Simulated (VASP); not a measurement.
Set up this calculation in VASP 6.6.1, as the native input.

```
Task                   : single point
Functional             : PBEsol
Potentials or basis    : VASP PAW PBE potentials, release 64 (Si, Ge_d, O)
Cutoff                 : 600 eV
k mesh                 : 1 × 1 × 1, shifted
Occupations            : fermi-dirac, width 0.05 eV
Spin                   : no spin polarisation
Dipole correction      : no
Further INCAR settings : LREAL = Auto; ALGO = Normal; EDIFF = 1e-06; NBANDS = 163; ISYM = 0
```

The structure of Si15GeO32 lies in POSCAR:

```
Si15GeO32
1.0
    8.4167240000      0.0000000000      0.0000000000
    0.0000000000      8.4167240000      0.0000000000
    0.0000000000      0.0000000000      5.3817800000
Si Ge O
15 1 32
Direct
    0.9926740000      0.0017600000      0.9980920000
    0.0022940000      0.9934210000      0.5071590000
    0.0107810000      0.4985210000      0.9972890000
    0.0071460000      0.4950720000      0.4973760000
    0.5003110000      0.0120570000      0.9948800000
    0.4999500000      0.0084940000      0.4871790000
    0.5117790000      0.4940600000      0.9778690000
    0.4903230000      0.5199210000      0.4862050000
    0.2463710000      0.2414030000      0.2729220000
    0.2403600000      0.2537740000      0.7758100000
    0.2521960000      0.7551840000      0.2526320000
    0.2453570000      0.7473840000      0.7424220000
    0.7418280000      0.2481810000      0.7515310000
    0.7480180000      0.7635600000      0.2660980000
    0.7470960000      0.7541850000      0.7685720000
    0.7557520000      0.2450670000      0.2357270000
    0.1674530000      0.1530470000      0.0024990000
    0.1414180000      0.1468450000      0.4870840000
    0.1551440000      0.6448640000      0.0464830000
    0.1440500000      0.6625780000      0.4835890000
    0.6471910000      0.1439830000      0.0031730000
    0.6364760000      0.1637500000      0.5055470000
    0.6592670000      0.6644550000      0.9907460000
    0.6448590000      0.6472170000      0.5139700000
    0.3555660000      0.3498110000      0.0086490000
    0.3393430000      0.3435000000      0.5060250000
    0.3517960000      0.8553490000      0.0051980000
    0.3340670000      0.8544630000      0.5061680000
    0.8465940000      0.3351300000      0.0042560000
    0.8397820000      0.3537970000      0.4974010000
    0.8461330000      0.8490350000      0.9767850000
    0.8460000000      0.8341910000      0.4962310000
    0.0982080000      0.4052410000      0.2461780000
    0.1026490000      0.4068650000      0.7346570000
    0.1070650000      0.8973010000      0.2491160000
    0.0863130000      0.8942840000      0.7492620000
    0.5870040000      0.4123150000      0.2464350000
    0.5935700000      0.4039000000      0.7526880000
    0.6081520000      0.8970410000      0.2492960000
    0.5928050000      0.9121350000      0.7598120000
    0.3991920000      0.1161940000      0.2560700000
    0.3924910000      0.1094810000      0.7615090000
    0.4114990000      0.5897360000      0.2333220000
    0.4077890000      0.6044390000      0.7510420000
    0.9111930000      0.0998930000      0.2464800000
    0.8873750000      0.0938500000      0.7403590000
    0.9061960000      0.5945790000      0.2384810000
    0.8978140000      0.5946360000      0.7372490000
```

The input as run:

INCAR

```
SYSTEM = Si15GeO32
PREC = Accurate ; ENCUT = 600
EDIFF = 1E-6 ; ISMEAR = -1
SIGMA = 0.05 ; LREAL = Auto
LASPH = .True. ; NELM = 120
ALGO = Normal ; ISIF = 2
LWAVE = .False. ; LCHARG = .False.
GGA = PS ; NBANDS = 163
ISYM = 0 ; GGA_COMPAT = .False.
```

KPOINTS

```
Automatic mesh
0
Gamma
  1 1 1
  0.25 0.25 0.25
```

Potentials or basis: VASP PAW PBE potentials, release 64 (Si, Ge_d, O).

Command:

```console
$ cat potpaw_PBE.64/Si/POTCAR potpaw_PBE.64/Ge_d/POTCAR potpaw_PBE.64/O/POTCAR > POTCAR
$ mpirun -np 1 vasp_std > vasp.out
```

It gave:

* Pressure: 7.7 GPa
* Largest force: 7.019 eV/Å
* Band gap on the k mesh: 5.41 eV, indirect (least direct gap 5.42 eV)

Caveat: the k points lie up to 1.17 Å⁻¹ apart; the PAW data sets were made with another functional, which shifts forces and pressure a little.

It took 13 min on 1 thread of Intel Xeon 6975P-C (shared host), peak memory 0.62 GiB.
